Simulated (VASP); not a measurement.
Set up this calculation in VASP 6.6.1, as the native input.

```yaml
Task: single point
Functional: PBE
Potentials_or_basis: VASP PAW PBE potentials, release 64 (K_sv, Ru_pv)
Cutoff: 520 eV
k_mesh: 6 × 6 × 2
Occupations: gaussian, width 0.1 eV
Spin: no spin polarisation
Dipole_correction: no
Further_INCAR_settings: ALGO = Normal; EDIFF = 1e-07; NBANDS = 31
```

The structure of KRu lies in POSCAR:

```
KRu
1.0
    3.4956659560      0.0000000000      0.0000000000
    0.0000000000      3.4956659560      0.0000000000
    0.0000000000      0.0000000000     10.2095608577
K Ru
2 2
Direct
    0.0000000000      0.5000000000      0.2845716772
    0.5000000000      0.0000000000      0.7154283228
    0.0000000000      0.0000000000      0.0000000000
    0.5000000000      0.5000000000      0.0000000000
```

One way to write it, as run:

INCAR

```
SYSTEM = KRu
PREC = Accurate
ENCUT = 520
EDIFF = 1E-7
ISMEAR = 0
SIGMA = 0.1
LREAL = .FALSE.
LASPH = .TRUE.
NELM = 100
ALGO = Normal
ISIF = 2
LWAVE = .FALSE.
LCHARG = .FALSE.
GGA = PE
NBANDS = 31
```

KPOINTS

```
regular mesh
0
G
  6 6 2
  0 0 0
```

Potentials or basis: VASP PAW PBE potentials, release 64 (K_sv, Ru_pv).

Launch:

```bash
$ cat potpaw_PBE.64/K_sv/POTCAR potpaw_PBE.64/Ru_pv/POTCAR > POTCAR
$ mpirun -np 1 vasp_std > vasp.out
```

It gave:

* Pressure: 0.0 GPa
* Band gap on the k mesh: zero (bands 23 and 24 overlap by 2.18 eV)

Wall time 58 s on 1 thread of Intel(R) Xeon(R) Platinum 8488C (Sapphire Rapids), with other jobs on the host, peak memory 0.26 GiB.
